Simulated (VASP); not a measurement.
# Mo in VASP: a series of runs

The runs below take Mo through single point, with PBE.

Everything below comes from runs of VASP 6.6.1. Logs are shortened: lines on timing, memory, paths and dates and some standing lists are left out, and cuts for length are marked.

## 1. The cell of the first run

The typed cell holds 2 atoms: a = 2.894 Å, b = 2.894 Å, c = 4.467 Å, α = 97.19°, β = 97.19°, γ = 127.88°.

## 2. Single point, PBE (14.15 Å³/atom)

Input file INCAR:

```
SYSTEM = Mo
  PREC = Accurate
  ENCUT = 520
  EDIFF = 1E-7
  ISMEAR = -1
  SIGMA = 0.1
  LREAL = .FALSE.
  LASPH = .TRUE.
  NELM = 60
  ALGO = Normal
  ISIF = 2
  LWAVE = .FALSE.
  LCHARG = .TRUE.
  GGA = PE
  LELF = .TRUE.
  LVHAR = .TRUE.
  NBANDS = 21
```

Input file KPOINTS:

```
regular mesh
0
G
  15 15 8
  0 0 0
```

Input file POSCAR:

```
Mo
1.0
   -1.8381018733      1.8379550775      1.2711482939
    1.8379550775     -1.8381018733      1.2711482939
    3.0276704852      3.0276704852     -1.2714171508
Mo
2
Direct
    0.9999597933      0.0000402067      0.0000000000
    0.7500402067      0.2499597933      0.5000000000
```

Potentials or basis: VASP PAW PBE potentials, release 64 (Mo_sv).

The run is started by

```
$ cat potpaw_PBE.64/Mo_sv/POTCAR > POTCAR
$ mpirun -np 1 vasp_std > vasp.out
```

OUTCAR:

```text
SYSTEM = Mo
   PREC = Accurate
   ENCUT = 520
   EDIFF = 1E-7
   ISMEAR = -1
   LREAL = .FALSE.
   LASPH = .TRUE.
   NELM = 60
   ISIF = 2
   GGA = PE

 ion  position               nearest neighbor table
   1  1.000  0.000  0.000-   2 2.58   2 2.58   2 2.58   2 2.58   2 3.15   2 3.15   2 3.15   2 3.15

   2  0.750  0.250  0.500-   1 2.58   1 2.58   1 2.58   1 2.58   1 3.15   1 3.15   1 3.15   1 3.15

  Warning from LATTYP: Got some problem with cell dimensions!
  Tried to take original basis but could not verify dimensions!
  LATTYP: Found a base centered monoclinic cell.
 ALAT       =     2.5422965963
 B/A-ratio  =     2.0448949991
 C/A-ratio  =     1.7567576706
 COS(beta)  =    -0.2844767536

  Lattice vectors:

 A1 = (   1.8381018733,  -1.8379550775,  -1.2711482939)
 A2 = (  -1.8379550775,   1.8381018733,  -1.2711482939)
 A3 = (   3.0275236894,   3.0275236894,   1.2708794370)

Analysis of symmetry for initial positions (statically):
=====================================================================
 Subroutine PRICEL returns:
 Original cell was already a primitive cell.

 Routine SETGRP: Setting up the symmetry group for a
 base centered monoclinic supercell.

 Subroutine GETGRP returns: Found  4 space group operations
 (whereof  2 operations were pure point group operations)
 out of a pool of  4 trial point group operations.

The static configuration has the point symmetry C_2 .
 The point group associated with its full space group is C_2h.

Analysis of symmetry for dynamics (positions and initial velocities):
=====================================================================
 Subroutine PRICEL returns:
 Original cell was already a primitive cell.

 Routine SETGRP: Setting up the symmetry group for a
 base centered monoclinic supercell.

 Subroutine GETGRP returns: Found  4 space group operations
 (whereof  2 operations were pure point group operations)
 out of a pool of  4 trial point group operations.

The dynamic configuration has the point symmetry C_2 .
 The point group associated with its full space group is C_2h.

 Subroutine INISYM returns: Found  4 space group operations
 (whereof  2 operations are pure point group operations),
 and found     1 'primitive' translations

----------------------------------------------------------------------------------------

                                     Primitive cell

  volume of cell :      28.2948

  direct lattice vectors                    reciprocal lattice vectors
    -1.838101873  1.837955077  1.271148294    -0.053424103  0.218606503  0.393354675
     1.837955077 -1.838101873  1.271148294     0.218606503 -0.053424103  0.393354675
     3.027670485  3.027670485 -1.271417151     0.165147471  0.165147471  0.000019072

  length of vectors
     2.893529911  2.893529911  4.466551097     0.453178594  0.453178594  0.233553794

  position of ions in fractional coordinates (direct lattice)
     0.999959793  0.000040207  1.000000000
     0.750040207  0.249959793  0.500000000

  ion indices of the primitive-cell ions
   primitive index   ion index
                 1           1
                 2           2

----------------------------------------------------------------------------------------

 KPOINTS: regular mesh

Automatic generation of k-mesh.
 Grid dimensions read from file:
 generate k-points for:   15   15    8

 Generating k-lattice:

  Cartesian coordinates                     Fractional coordinates (reciprocal lattice)
    -0.003561607  0.014573767  0.026223645     0.066666667  0.000000000  0.000000000
     0.014573767 -0.003561607  0.026223645     0.000000000  0.066666667  0.000000000
     0.020643434  0.020643434  0.000002384    -0.000000000 -0.000000000  0.125000000

  Length of vectors
     0.030211906  0.030211906  0.029194224

  Shift w.r.t. Gamma in fractional coordinates (k-lattice)
     0.000000000  0.000000000  0.000000000

 Subroutine IBZKPT returns following result:
 ===========================================

 Found    488 irreducible k-points:

 Following reciprocal coordinates:
            Coordinates               Weight
  0.000000  0.000000  0.000000      1.000000
  0.066667  0.000000 -0.000000      4.000000
  0.133333  0.000000 -0.000000      4.000000
  0.200000  0.000000 -0.000000      4.000000
  0.266667  0.000000 -0.000000      4.000000
  0.333333  0.000000 -0.000000      4.000000
[... 16 lines left out ...]
  0.133333  0.133333 -0.000000      2.000000
  0.200000  0.133333 -0.000000      4.000000
 [... further k-points ...]
   k-points           NKPTS =    488   k-points in BZ     NKDIM =    488   number of bands    NBANDS=     21
   number of dos      NEDOS =    301   number of ions     NIONS =      2
   total plane-waves  NPLWV =  20736
   dimension x,y,z NGX =    24 NGY =   24 NGZ =   36
   dimension x,y,z NGXF=    48 NGYF=   48 NGZF=   72
   ions per type =               2
   NGX,Y,Z   is equivalent  to a cutoff of  13.79, 13.79, 13.40 a.u.
   NGXF,Y,Z  is equivalent  to a cutoff of  27.58, 27.58, 26.80 a.u.
 SYSTEM =  Mo
   PREC   = accura    normal or accurate (medium, high low for compatibility)
   ISTART =      0    job   : 0-new  1-cont  2-samecut
   ICHARG =      2    charge: 1-file 2-atom 10-const
   ISPIN  =      1    spin polarized calculation?
   LNONCOLLINEAR =      F non collinear calculations
   LSORBIT =      F    spin-orbit coupling
   LASPH  =      T    aspherical Exc in radial PAW
   ENCUT  =  520.0 eV  38.22 Ry    6.18 a.u.   5.38  5.38  8.30*2*pi/ulx,y,z
   NELM   =     60;   NELMIN=  2; NELMDL= -5     # of ELM steps
   EDIFF  = 0.1E-06   stopping-criterion for ELM
   LREAL  =      F    real-space projection
   EDIFFG = 0.1E-05   stopping-criterion for IOM
   NSW    =      0    number of steps for IOM
   IBRION =     -1    ionic relax: 0-MD 1-quasi-New 2-CG
   NFREE  =      0    steps in history (QN), initial steepest desc. (CG)
   ISIF   =      2    stress and relaxation
   ISYM   =      2    0-nonsym 1-usesym 2-fastsym
   POTIM  = 0.5000    time-step for ionic-motion
   TEBEG  =    0.0;   TEEND  =   0.0 temperature during run
   PSTRESS=    0.0 pullay stress
   NELECT =      28.0000    total number of electrons
   NUPDOWN=      -1.0000    fix difference up-down
   EMIN   =  10.00;   EMAX   =-10.00  energy-range for DOS
   EFERMI =   0.00;   METHOD = LEGACY
   ISMEAR =    -1;   SIGMA  =   0.10  broadening in eV -4-tet -1-fermi 0-gaus
   EFERMI_NEDOS =   21; number of points for ismear=-14 and -15
   IALGO  =     38    algorithm
   IMIX   =      4    mixing-type and parameters
     AMIX     =   0.40;   BMIX     =  1.00
     AMIX_MAG =   1.60;   BMIX_MAG =  1.00
  volume/ion in A,a.u.               =      14.15        95.47
  Fermi-wavevector in a.u.,A,eV,Ry     =   1.631393  3.082886 36.211144  2.661444
  Thomas-Fermi vector in A             =   2.723537
   LORBIT       =      0    0 simple, 1 ext, 2 COOP (PROOUT), +10 PAW based schemes
   GGA     = PE    functional components
   LHFCALC =     F    Hartree Fock is set to
   AEXX    =    0.0000 exact exchange contribution
   IVDW    =     0    specifies the selected vdW correction
   LEPSILON=     F    determine dielectric tensor
   LRPA    =     F    only Hartree local field effects (RPA)
 non-spin polarized calculation
  energy-cutoff  :      520.00
  volume of cell :       28.29
 maximum number of plane-waves:       780
 NGX is ok and might be reduce to    24
   NGX = 11   NGY = 11   NGZ = 17

 number of electron      28.0000001 magnetization

 Free energy of the ion-electron system (eV)
  ---------------------------------------------------
  ext. energy  EPLUGINS =         0.00000000
  ---------------------------------------------------
  free energy    TOTEN  =       -20.98418253 eV

  energy without entropy =      -20.93996553  energy(sigma->0) =      -20.96207403

 E-fermi :  14.0935     XC(G=0): -13.9354

 val. band max:       14.0915495229   @ k =  -0.0667  -0.2000   0.2500
 cond. band min:      14.1023537311   @ k =   0.1333   0.1333   0.1250
 fundamental gap:      0.0108042082
 Fermi energy:        14.0935359374

 k-point     1 :       0.0000    0.0000    0.0000
  band No.  band energies     occupation
      1     -47.0212      2.00000
      2     -46.5635      2.00000
      3     -22.0143      2.00000
      4     -20.6898      2.00000
      5     -20.1370      2.00000
      6     -19.9317      2.00000
[... 13 lines left out ...]
     20      18.9338      0.00000
     21      26.5199      0.00000

 k-point     2 :       0.0667    0.0000   -0.0000
  band No.  band energies     occupation
      1     -47.0040      2.00000
      2     -46.5550      2.00000
      3     -21.9844      2.00000
      4     -20.6985      2.00000
      5     -20.1566      2.00000
      6     -20.0134      2.00000
[... 13 lines left out ...]
     20      19.1814      0.00000
     21      26.9216      0.00000

 k-point     3 :       0.1333    0.0000   -0.0000
  band No.  band energies     occupation
      1     -46.9547      2.00000
      2     -46.5313      2.00000
      3     -21.8995      2.00000
      4     -20.7251      2.00000
      5     -20.3030      2.00000
      6     -20.2380      2.00000
[... 13 lines left out ...]
     20      20.3473      0.00000
     21      27.1446      0.00000
[... 457 lines left out ...]
 k-point    23 :       0.1333    0.1333   -0.0000
  band No.  band energies     occupation
      1     -46.8199      2.00000
      2     -46.4573      2.00000
      3     -21.6926      2.00000
      4     -21.0204      2.00000
      5     -20.8941      2.00000
      6     -20.6854      2.00000
[... 13 lines left out ...]
     20      21.9940      0.00000
     21      27.3511      0.00000

 k-point    24 :       0.2000    0.1333   -0.0000
  band No.  band energies     occupation
      1     -46.7358      2.00000
      2     -46.4214      2.00000
      3     -21.5827      2.00000
      4     -21.3864      2.00000
      5     -21.1913      2.00000
      6     -20.7218      2.00000
[... 13 lines left out ...]
     20      22.5760      0.00000
     21      27.4507      0.00000

 [... further k-points ...]

------------------------ aborting loop because EDIFF is reached ----------------------------------------

  FORCE on cell =-STRESS in cart. coord.  units (eV):
  Direction    XX          YY          ZZ          XY          YZ          ZX
  --------------------------------------------------------------------------------------
  -------------------------------------------------------------------------------------
  Total        7.2784264      7.2784264      7.2538082      0.3362048     -0.0026719     -0.0026719
  in kB      412.1369547    412.1369547    410.7429594     19.0374142     -0.1512962     -0.1512958
  external PRESSURE =     411.6722896 kB  Pullay stress =       0.0000000 kB

 VOLUME and BASIS-vectors are now :
 -----------------------------------------------------------------------------
  energy-cutoff  :      520.00
  volume of cell :       28.29
      direct lattice vectors                 reciprocal lattice vectors
    -1.838101873  1.837955077  1.271148294    -0.053424103  0.218606503  0.393354675
     1.837955077 -1.838101873  1.271148294     0.218606503 -0.053424103  0.393354675
     3.027670485  3.027670485 -1.271417151     0.165147471  0.165147471  0.000019072

 POSITION                                       TOTAL-FORCE (eV/Angst)
 -----------------------------------------------------------------------------------
     -1.83795      1.83781      1.27115        -0.004470      0.004470      0.000000
      0.59460      2.43292      0.63544         0.004470     -0.004470     -0.000000
 -----------------------------------------------------------------------------------
    total drift:                               -0.000000     -0.000000     -0.000000

  FREE ENERGIE OF THE ION-ELECTRON SYSTEM (eV)
  ---------------------------------------------------
  free  energy   TOTEN  =       -20.9841825267 eV

  energy  without entropy=      -20.9399655260  energy(sigma->0) =      -20.96207403
```

It took 3.2 min on 1 thread of Intel Xeon Platinum 8259CL at 2.50GHz (Skylake/Cascade Lake), shared host; peak memory 0.34 GiB.

Results:

```yaml
Free_energy: -20.9842 eV
Pressure: 41.2 GPa
Largest_force: 0.006 eV/Å
Band_gap_on_the_k_mesh: zero (bands 14 and 15 overlap by 2.06 eV)
```

Forces in eV/Å, atoms in the order of the input:
```
Mo  -0.004  0.004  0.000
Mo   0.004 -0.004  0.000
```

Stress tensor (GPa, compression positive):
```
41.21  1.90 -0.02
 1.90 41.21 -0.02
-0.02 -0.02 41.07
```

Caveat: the cell stands under pressure.

## 3. Single point, PBE (14.79 Å³/atom)

This run uses another cell than the first one, of 14.79 Å³/atom.

Input file INCAR:

```
SYSTEM = Mo
  ALGO = Normal
  EDIFF = 1E-6
  ENCUT = 520
  GGA = PE
  ISIF = 2
  ISMEAR = -1
  LASPH = .TRUE.
  LCHARG = .FALSE.
  LREAL = .FALSE.
  LWAVE = .FALSE.
  NBANDS = 21
  NELM = 100
  PREC = Accurate
  SIGMA = 0.1
```

Input file KPOINTS:

```
k-points
0
G
  15 15 8
  0 0 0
```

Input file POSCAR:

```
Mo
1.0
   -1.8655402749      1.8653912877      1.2901234540
    1.8653912877     -1.8655402749      1.2901234540
    3.0728662601      3.0728662601     -1.2903963243
Mo
2
Direct
    0.9999597933      0.0000402067      0.0000000000
    0.7500402067      0.2499597933      0.5000000000
```

Potentials or basis: VASP PAW PBE potentials, release 64 (Mo_sv).

The run is started by

```
$ cat potpaw_PBE.64/Mo_sv/POTCAR > POTCAR
$ mpirun -np 1 vasp_std > vasp.out
```

It took 2.5 min on 1 thread of Intel Xeon Platinum 8259CL at 2.50GHz (Skylake/Cascade Lake), shared host; peak memory 0.34 GiB.

The run converged. Its results:

| Item | Value |
| --- | --- |
| Free energy | -21.2469 eV |
| Pressure | 24.7 GPa |
| Largest force | 0.005 eV/Å |
| Band gap on the k mesh | zero (bands 14 and 15 overlap by 1.88 eV) |

Forces on the atoms (eV/Å):
```
Mo  -0.003  0.003  0.000
Mo   0.003 -0.003  0.000
```

Stress tensor (GPa, compression positive):
```
24.71  1.21 -0.01
 1.21 24.71 -0.01
-0.01 -0.01 24.64
```

Levels at points of the mesh, in eV from the Fermi level:
```
           k point  band 12  band 13  band 14  band 15  band 16  band 17
(0.00, 0.00, 0.00)    -2.48    -1.32     0.43     0.87     0.94     2.30
(0.00, 0.00, 0.50)    -2.36    -1.53    -1.53     0.28     0.28     1.54
```

Caveat: the cell stands under pressure.

## 4. Single point, PBE (15.43 Å³/atom)

This run uses another cell than the first one, of 15.43 Å³/atom.

Input file INCAR:

```
ALGO     = Normal         # electronic algorithm
EDIFF    = 1E-6           # SCF threshold, eV
ENCUT    = 520            # plane-wave cutoff, eV
GGA      = PE             # functional
ISIF     = 2              # what is computed and relaxed
ISMEAR   = -1             # smearing method
LASPH    = T              # aspherical terms in the spheres
LCHARG   = F              # write CHGCAR
LREAL    = F              # projectors in reciprocal space
LWAVE    = F              # write WAVECAR
NBANDS   = 21             # bands
NELM     = 100            # most SCF steps
PREC     = Accurate       # precision mode
SIGMA    = 0.1            # smearing width, eV
```

Input file KPOINTS:

```
k-points
0
Gamma
  15 15 8
```

Input file POSCAR:

```
Mo
1.0
   -1.8921944514      1.8920433355      1.3085562794
    1.8920433355     -1.8921944514      1.3085562794
    3.1167702812      3.1167702812     -1.3088330484
Mo
2
Direct
    0.9999597933      0.0000402067      0.0000000000
    0.7500402067      0.2499597933      0.5000000000
```

The run is started by

```
$ cat potpaw_PBE.64/Mo_sv/POTCAR > POTCAR
$ mpirun -np 1 vasp_std > vasp.out
```

Run time: 2.5 min. Hardware: 1 thread of Intel Xeon Platinum 8259CL at 2.50GHz (Skylake/Cascade Lake), shared host; peak memory 0.35 GiB.

It converged, with:

| Quantity | Value |
| --- | --- |
| Free energy | -21.3902 eV |
| Pressure | 11.3 GPa |
| Largest force | 0.004 eV/Å |
| Band gap on the k mesh | zero (bands 14 and 15 overlap by 1.71 eV) |

Forces in eV/Å, atoms in the order of the input:
```
Mo  -0.003  0.003  0.000
Mo   0.003 -0.003  0.000
```

Stress tensor (GPa, compression positive):
```
11.32  0.63 -0.01
 0.63 11.32 -0.01
-0.01 -0.01 11.27
```

Levels at points of the mesh, in eV from the Fermi level:
| k point | band 10 | band 11 | band 12 | band 13 | band 14 | band 15 | band 16 | band 17 | band 18 | band 19 |
| --- | --- | --- | --- | --- | --- | --- | --- | --- | --- | --- |
| (0.00, 0.00, 0.00) | -5.13 | -2.54 | -2.32 | -1.22 | 0.45 | 0.87 | 0.93 | 2.11 | 2.27 | 2.31 |
| (0.00, 0.00, 0.50) | -5.11 | -2.21 | -2.21 | -1.47 | -1.47 | 0.29 | 0.29 | 1.49 | 1.49 | 3.30 |

Caveat: the cell stands under pressure.

## 5. Summary

| cell | gap on the mesh (eV) | pressure (GPa) |
| --- | --- | --- |
| a = 2.894, b = 2.894, c = 4.467 Å, angles 97.2, 97.2, 127.9°, 2 atoms | none | 41.2 |
| a = 2.937, b = 2.937, c = 4.533 Å, angles 97.2, 97.2, 127.9°, 2 atoms | none | 24.7 |
| a = 2.979, b = 2.979, c = 4.598 Å, angles 97.2, 97.2, 127.9°, 2 atoms | none | 11.3 |

Alike in all rows: task single point; level PBE; potentials or basis VASP PAW PBE potentials, release 64 (Mo_sv); no spin polarisation; k mesh 15 × 15 × 8; cutoff (eV) 520; smearing fermi-dirac 0.1 eV.

Caveats: the cell stands under pressure.

Absolute energies hang on the potentials; compare differences alone.
